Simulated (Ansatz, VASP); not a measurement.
Given: the input of a run of Ansatz 0.2.0 on ZnS.

input.yaml

```yaml
crystal:
  lattice:
    - [0.0, 2.702, 2.702]
    - [2.702, 0.0, 2.702]
    - [2.702, 2.702, 0.0]
  atoms:
    - { symbol: Zn, position: [0.75, 0.75, 0.75] }
    - { symbol: S, position: [0.0, 0.0, 0.0] }
hamiltonian:
  xc: revpbe
  pseudopotentials: { kind: paw }
kpoints:
  mp_grid: { grid: [9, 9, 9] }
scf:
  occupations: { method: fermi_dirac, width: 0.05 }
output:
  forces: true
  stress: true
relax:
  f_tol: 0.01
  max_steps: 40
  cell: { stress_tol: 0.05 }
```

Potentials or basis: Ansatz PAW.

Launch:

```sh
$ ansatz run input.yaml --threads 2 --pin off --max-ram 5120MiB --backend cpu --events-out ev --progress --plain --runs-dir out
```

**Question.** Set up the same calculation for VASP 6.6.1. Potentials there: VASP PAW PBE potentials, release 64 (Zn, S).

**Answer.** As run (the cutoff follows the program's own potentials):

INCAR

```
PREC = Accurate
ENCUT = 600
EDIFF = 1E-6
ISMEAR = -1
SIGMA = 0.05
LREAL = F
LASPH = T
NELM = 80
ALGO = Normal
ISIF = 3
LWAVE = F
LCHARG = F
GGA = RE
IBRION = 2
NSW = 60
EDIFFG = -0.01
```

File KPOINTS:

```
Automatic mesh
0
Gamma
  9 9 9
```

POSCAR

```
ZnS
1.0
    0.0000000000      2.7020000000      2.7020000000
    2.7020000000      0.0000000000      2.7020000000
    2.7020000000      2.7020000000      0.0000000000
Zn S
1 1
Direct
    0.7500000000      0.7500000000      0.7500000000
    0.0000000000      0.0000000000      0.0000000000
```

Potentials or basis: VASP PAW PBE potentials, release 64 (Zn, S).

Command:

```bash
$ cat potpaw_PBE.64/Zn/POTCAR potpaw_PBE.64/S/POTCAR > POTCAR
$ mpirun -np 1 vasp_std > vasp.out
```

Both were run:

|  | VASP | Ansatz | Ansatz less VASP |
| --- | --- | --- | --- |
| relaxed volume (Å³/atom) | 20.75 | 20.71 | -0.038 |
| relaxed cell length with the largest relative difference (Å) | 3.886 | 3.884 | -0.0024 |

VASP's potentials were made for PBE, not for revPBE.

Noted on Ansatz's run: odd divisions of the mesh miss points on the zone boundary, where band edges often lie, so the gap on the mesh can be too wide; the plane-wave basis is chosen anew once the cell has moved, so the energies of steps on either side of that aren't comparable.
